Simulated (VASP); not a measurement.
# TaN (P-6m2) in VASP: notebook, part 2 of 2

VASP 6.6.1.

### Step 4. Single point, PBEsol (volume scaled by 0.96)

File INCAR:

```
ALGO     = Normal         # electronic algorithm
EDIFF    = 1E-6           # SCF threshold, eV
ENCUT    = 520            # plane-wave cutoff, eV
GGA      = PS             # functional
ISIF     = 2              # what is computed and relaxed
ISMEAR   = -1             # smearing method
LASPH    = True           # aspherical terms in the spheres
LCHARG   = False          # write CHGCAR
LREAL    = False          # projectors in reciprocal space
LWAVE    = False          # write WAVECAR
NBANDS   = 15             # bands
NELM     = 80             # most SCF steps
PREC     = Accurate       # precision mode
SIGMA    = 0.02           # smearing width, eV
```

File KPOINTS:

```
k-points
0
Gamma
  12 12 10
```

File POSCAR:

```
TaN
1.0
    2.8982913036      0.0000000000      0.0000000000
   -1.4491456518      2.5099938965      0.0000000000
    0.0000000000      0.0000000000      2.8440357641
Ta N
1 1
Direct
    0.3333333333      0.6666666667      0.5000000000
    0.0000000000      0.0000000000      0.0000000000
```

Potentials or basis: VASP PAW PBE potentials, release 64 (Ta_pv, N).

Launch:

```console
$ cat potpaw_PBE.64/Ta_pv/POTCAR potpaw_PBE.64/N/POTCAR > POTCAR
$ mpirun -np 1 vasp_std > vasp.out
```

OUTCAR:

```text
EDIFF = 1E-6
   ENCUT = 520
   GGA = PS
   ISIF = 2
   ISMEAR = -1
   LASPH = True
   LREAL = False
   NELM = 80
   PREC = Accurate

 ion  position               nearest neighbor table
   1  0.333  0.667  0.500-   2 2.20   2 2.20   2 2.20   2 2.20   2 2.20   2 2.20
   2  0.000  0.000  0.000-   1 2.20   1 2.20   1 2.20   1 2.20   1 2.20   1 2.20

  LATTYP: Found a hexagonal cell.
 ALAT       =     2.8982913036
 C/A-ratio  =     0.9812801634

  Lattice vectors:

[... 609 lines left out ...]
      9      11.3281      0.00000
     10      11.6466      0.00000
     11      13.3450      0.00000
     12      13.8251      0.00000
     13      16.0444      0.00000
     14      21.9185      0.00000
     15      22.1801      0.00000

 [... further k-points ...]
[... 5 lines left out ...]
  --------------------------------------------------------------------------------------
  -------------------------------------------------------------------------------------
  Total        1.3978073      1.3978073      1.6226375      0.0000000      0.0000000      0.0000000
  in kB      108.2450733    108.2450733    125.6557395      0.0000000      0.0000000      0.0000000
  external PRESSURE =     114.0486287 kB  Pullay stress =       0.0000000 kB

 VOLUME and BASIS-vectors are now :
 -----------------------------------------------------------------------------
  energy-cutoff  :      520.00
  volume of cell :       20.69
      direct lattice vectors                 reciprocal lattice vectors
     2.898291304  0.000000000  0.000000000     0.345030880  0.199203672  0.000000000
    -1.449145652  2.509993897  0.000000000     0.000000000  0.398407343  0.000000000
     0.000000000  0.000000000  2.844035764     0.000000000  0.000000000  0.351613019

 POSITION                                       TOTAL-FORCE (eV/Angst)
 -----------------------------------------------------------------------------------
     -0.00000      1.67333      1.42202         0.000000     -0.000000      0.000000
      0.00000      0.00000      0.00000        -0.000000      0.000000      0.000000
 -----------------------------------------------------------------------------------
    total drift:                                0.000000     -0.000000     -0.000000

  FREE ENERGIE OF THE ION-ELECTRON SYSTEM (eV)
  ---------------------------------------------------
  free  energy   TOTEN  =       -23.7842474931 eV

  energy  without entropy=      -23.7841482300  energy(sigma->0) =      -23.78419786
```

OSZICAR:

```text
N       E                     dE             d eps       ncg     rms          rms(c)
DAV:   1     0.888726864691E+02    0.88873E+02   -0.88351E+03  3420   0.114E+03
DAV:   2    -0.233828530515E+02   -0.11226E+03   -0.10620E+03  4162   0.308E+02
DAV:   3    -0.260805989808E+02   -0.26977E+01   -0.26874E+01  3980   0.443E+01
DAV:   4    -0.260908639702E+02   -0.10265E-01   -0.10262E-01  4386   0.297E+00
DAV:   5    -0.260909238324E+02   -0.59862E-04   -0.59855E-04  4043   0.207E-01    0.258E+01
DAV:   6    -0.238689589578E+02    0.22220E+01   -0.34387E+00  4442   0.224E+01    0.112E+01
DAV:   7    -0.238182929731E+02    0.50666E-01   -0.57267E-01  3637   0.573E+00    0.744E+00
DAV:   8    -0.237917318196E+02    0.26561E-01   -0.12906E-01  4253   0.300E+00    0.154E+00
DAV:   9    -0.237843402689E+02    0.73916E-02   -0.14928E-02  3875   0.101E+00    0.172E-01
DAV:  10    -0.237843295426E+02    0.10726E-04   -0.11123E-03  4267   0.393E-01    0.858E-02
DAV:  11    -0.237842467402E+02    0.82802E-04   -0.10992E-04  4015   0.114E-01    0.906E-03
DAV:  12    -0.237842475477E+02   -0.80752E-06   -0.13585E-05  3567   0.334E-02    0.568E-03
DAV:  13    -0.237842474931E+02    0.54614E-07   -0.43712E-08  1794   0.198E-03
   1 F= -.23784247E+02 E0= -.23784198E+02  d E =-.992631E-04
```

stdout:

```text
POSCAR found type information on POSCAR TaN
 POSCAR found :  2 types and       2 ions
 scaLAPACK will be used
 -----------------------------------------------------------------------------
|                                                                             |
|                                                                             |
|     You enforced a specific xc type in the INCAR file but a different       |
|     I HOPE YOU KNOW WHAT YOU ARE DOING!                                     |
|                                                                             |
 -----------------------------------------------------------------------------

 LDA part: xc-table for (Slater+PW92), standard interpolation
 POSCAR, INCAR and KPOINTS ok, starting setup
 FFT: planning ... GRIDC
 FFT: planning ... GRID_SOFT
 FFT: planning ... GRID
 WAVECAR not read
 entering main loop
```

It took 11 s on 1 thread of Intel Xeon 6975P-C (Granite Rapids), shared host; peak memory 0.16 GiB.

What came out:

```yaml
Free_energy: -23.7842 eV
Pressure: 11.4 GPa
Band_gap_on_the_k_mesh: zero (band 8 reaches 8.93 eV, above the bottom of band 9 at 8.41 eV)
```

Caveat: the PAW data sets were made with another functional, which shifts forces and pressure a little; spin-orbit coupling is left out, which moves the levels of the heavy elements.

### Step 5. Single point, PBEsol (volume scaled by 0.98)

File INCAR:

```
PREC = Accurate ; ENCUT = 520
EDIFF = 1E-6 ; ISMEAR = -1
SIGMA = 0.02 ; LREAL = F
LASPH = T ; NELM = 100
ALGO = Normal ; ISIF = 2
LWAVE = F ; LCHARG = F
GGA = PS ; NBANDS = 15
```

File KPOINTS:

```
Automatic mesh
0
Gamma
  12 12 10
```

File POSCAR:

```
TaN
1.0
    2.9182801511      0.0000000000      0.0000000000
   -1.4591400756      2.5273047463      0.0000000000
    0.0000000000      0.0000000000      2.8636504237
Ta N
1 1
Direct
    0.3333333333      0.6666666667      0.5000000000
    0.0000000000      0.0000000000      0.0000000000
```

Launch:

```console
$ cat potpaw_PBE.64/Ta_pv/POTCAR potpaw_PBE.64/N/POTCAR > POTCAR
$ mpirun -np 1 vasp_std > vasp.out
```

Run time: 11 s. Hardware: 1 thread of Intel Xeon 6975P-C (Granite Rapids), shared host; peak memory 0.16 GiB.

Results (log left out):

- Free energy: -23.8041 eV
- Pressure: 3.2 GPa
- Band gap on the k mesh: zero (band 8 reaches 8.71 eV, above the bottom of band 9 at 8.20 eV)

Stress tensor (GPa, compression positive):
```
2.98 0.00 0.00
0.00 2.98 0.00
0.00 0.00 3.75
```

Levels at points of the mesh, in eV from the Fermi level:
| k point | band 5 | band 6 | band 7 | band 8 | band 9 | band 10 | band 11 | band 12 |
| --- | --- | --- | --- | --- | --- | --- | --- | --- |
| (0.00, 0.00, 0.00) | -4.75 | -4.75 | -4.42 | -3.03 | 2.27 | 3.59 | 3.59 | 4.00 |
| (0.50, 0.00, 0.00) | -8.53 | -5.40 | -3.69 | -3.30 | 2.97 | 4.06 | 5.23 | 5.35 |
| (0.00, 0.00, 0.50) | -9.61 | -3.92 | -3.92 | -0.21 | -0.21 | 2.40 | 3.26 | 3.26 |
| (0.50, 0.00, 0.50) | -7.56 | -6.38 | -5.91 | -0.41 | 4.20 | 5.42 | 6.15 | 7.18 |

Caveat: the PAW data sets were made with another functional, which shifts forces and pressure a little; spin-orbit coupling is left out, which moves the levels of the heavy elements.

### Step 6. Single point, PBEsol (volume scaled by 0.99)

File INCAR:

```
PREC = Accurate
ENCUT = 520
EDIFF = 1E-7
ISMEAR = -1
SIGMA = 0.02
LREAL = False
LASPH = True
NELM = 80
ALGO = Normal
ISIF = 2
LWAVE = False
LCHARG = False
GGA = PS
NBANDS = 15
```

KPOINTS is that of step 5.

File POSCAR:

```
TaN
1.0
    2.9281727019      0.0000000000      0.0000000000
   -1.4640863509      2.5358719465      0.0000000000
    0.0000000000      0.0000000000      2.8733577875
Ta N
1 1
Direct
    0.3333333333      0.6666666667      0.5000000000
    0.0000000000      0.0000000000      0.0000000000
```

Potentials or basis: VASP PAW PBE potentials, release 64 (Ta_pv, N).

Launch:

```console
$ cat potpaw_PBE.64/Ta_pv/POTCAR potpaw_PBE.64/N/POTCAR > POTCAR
$ mpirun -np 1 vasp_std > vasp.out
```

OUTCAR:

```text
PREC = Accurate
   ENCUT = 520
   EDIFF = 1E-7
   ISMEAR = -1
   LREAL = False
   LASPH = True
   NELM = 80
   ISIF = 2
   GGA = PS

 ion  position               nearest neighbor table
   1  0.333  0.667  0.500-   2 2.22   2 2.22   2 2.22   2 2.22   2 2.22   2 2.22
   2  0.000  0.000  0.000-   1 2.22   1 2.22   1 2.22   1 2.22   1 2.22   1 2.22

  LATTYP: Found a hexagonal cell.
 ALAT       =     2.9281727019
 C/A-ratio  =     0.9812801634

  Lattice vectors:

 A1 = (   2.9281727019,   0.0000000000,   0.0000000000)
 A2 = (  -1.4640863509,   2.5358719465,   0.0000000000)
 A3 = (   0.0000000000,   0.0000000000,   2.8733577875)

Analysis of symmetry for initial positions (statically):
=====================================================================
 Subroutine PRICEL returns:
 Original cell was already a primitive cell.

 Routine SETGRP: Setting up the symmetry group for a
 hexagonal supercell.

 Subroutine GETGRP returns: Found 12 space group operations
 (whereof 12 operations were pure point group operations)
 out of a pool of 24 trial point group operations.

The static configuration has the point symmetry D_3h.
[... 165 lines left out ...]
 fundamental gap:      0.1628868992
 Fermi energy:         8.2977308788

 k-point     1 :       0.0000    0.0000    0.0000
  band No.  band energies     occupation
      1     -26.5524      2.00000
      2     -26.2802      2.00000
      3     -26.2802      2.00000
      4      -9.6164      2.00000
      5       3.5899      2.00000
      6       3.5899      2.00000
      7       3.9246      2.00000
      8       5.2761      2.00000
      9      10.4880      0.00000
     10      11.8424      0.00000
     11      11.8424      0.00000
     12      12.2350      0.00000
     13      12.2350      0.00000
     14      21.2709      0.00000
[... 401 lines left out ...]
      2     -26.5278      2.00000
      3     -26.4543      2.00000
      4      -7.8225      2.00000
      5       0.5673      2.00000
      6       3.1221      2.00000
      7       4.5182      2.00000
      8       5.4538      2.00000
      9      10.8919      0.00000
     10      11.1984      0.00000
     11      12.8063      0.00000
     12      13.2845      0.00000
     13      15.3884      0.00000
     14      21.3422      0.00000
     15      21.6659      0.00000

 [... further k-points ...]
[... 5 lines left out ...]
  --------------------------------------------------------------------------------------
  -------------------------------------------------------------------------------------
  Total       -0.0842720     -0.0842720     -0.0413733     -0.0000000     -0.0000000      0.0000000
  in kB       -6.3282029     -6.3282029     -3.1068258     -0.0000000     -0.0000000      0.0000000
  external PRESSURE =      -5.2544105 kB  Pullay stress =       0.0000000 kB

 VOLUME and BASIS-vectors are now :
 -----------------------------------------------------------------------------
  energy-cutoff  :      520.00
  volume of cell :       21.34
      direct lattice vectors                 reciprocal lattice vectors
     2.928172702  0.000000000  0.000000000     0.341509911  0.197170839  0.000000000
    -1.464086351  2.535871946  0.000000000     0.000000000  0.394341679  0.000000000
     0.000000000  0.000000000  2.873357787     0.000000000  0.000000000  0.348024880

 POSITION                                       TOTAL-FORCE (eV/Angst)
 -----------------------------------------------------------------------------------
     -0.00000      1.69058      1.43668        -0.000000      0.000000      0.000000
      0.00000      0.00000      0.00000         0.000000      0.000000      0.000000
 -----------------------------------------------------------------------------------
    total drift:                                0.000000     -0.000000     -0.000000

  FREE ENERGIE OF THE ION-ELECTRON SYSTEM (eV)
  ---------------------------------------------------
  free  energy   TOTEN  =       -23.8061227550 eV

  energy  without entropy=      -23.8060226654  energy(sigma->0) =      -23.80607271
```

It took 11 s on 1 thread of Intel Xeon 6975P-C (Granite Rapids), shared host; peak memory 0.16 GiB.

Results:

| Item | Value |
| --- | --- |
| Free energy | -23.8061 eV |
| Pressure | -0.5 GPa |
| Band gap on the k mesh | zero (band 8 reaches 8.60 eV, above the bottom of band 9 at 8.09 eV) |

Stress tensor (GPa, compression positive):
```
-0.63  0.00  0.00
 0.00 -0.63  0.00
 0.00  0.00 -0.31
```

Caveat: the PAW data sets were made with another functional, which shifts forces and pressure a little; spin-orbit coupling is left out, which moves the levels of the heavy elements.

### Step 7. Overview

```csv
cell,gap on the mesh (eV),pressure (GPa)
"a = 2.938, b = 2.938, c = 2.825 Å, angles 90.0, 90.0, 120.0°, 2 atoms",none,3.9
"a = 2.878, b = 2.878, c = 2.824 Å, angles 90.0, 90.0, 120.0°, 2 atoms",none,20.5
"a = 2.898, b = 2.898, c = 2.844 Å, angles 90.0, 90.0, 120.0°, 2 atoms",none,11.4
"a = 2.918, b = 2.918, c = 2.864 Å, angles 90.0, 90.0, 120.0°, 2 atoms",none,3.2
"a = 2.928, b = 2.928, c = 2.873 Å, angles 90.0, 90.0, 120.0°, 2 atoms",none,-0.5
```

Alike in all rows: task single point; level PBEsol; potentials or basis VASP PAW PBE potentials, release 64 (Ta_pv, N); no spin polarisation; k mesh 12 × 12 × 10; cutoff (eV) 520; smearing fermi-dirac 0.02 eV.

Caveats: the PAW data sets were made with another functional, which shifts forces and pressure a little; spin-orbit coupling is left out, which moves the levels of the heavy elements.

Absolute energies hang on the potentials; compare differences alone.
